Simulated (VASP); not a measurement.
Crystal: CaCu2S2.

```
CELL_PARAMETERS angstrom
3.94000 0.00000 0.00000
-1.97000 3.41214 0.00000
0.00000 0.00000 6.52300
ATOMIC_POSITIONS crystal
Ca 0.00000 0.00000 0.00000
Cu 0.33333 0.66667 0.37257
Cu 0.66667 0.33333 0.62743
S 0.33333 0.66667 0.74150
S 0.66667 0.33333 0.25850
```

Base run:

* Program: VASP 6.6.1
* Functional: r2SCAN
* Potentials or basis: VASP PAW PBE potentials, release 64 (Ca_sv, Cu, S)
* Cutoff: 520 eV
* k mesh: 8 × 8 × 5
* Occupations: fermi-dirac, width 0.02 eV
* Spin: no spin polarisation

Its results: band gap on the k mesh 1.54 eV; pressure -1.9 GPa; largest force 0.088 eV/Å.

The run is repeated on the same cell with these changes: functional from r2SCAN to LDA; potentials or basis from VASP PAW PBE potentials, release 64 (Ca_sv, Cu, S) to VASP PAW LDA potentials, release 64 (Ca_sv, Cu, S). What comes out?

Band gap on the k mesh 0.97 eV; pressure -7.5 GPa; largest force 0.292 eV/Å.

Caveats: the PAW data sets were made with another functional, which shifts forces and pressure a little (at least some runs); an odd mesh through Γ misses points on the zone boundary, where band edges can lie (at least some runs); the cell stands under tension (at least some runs).
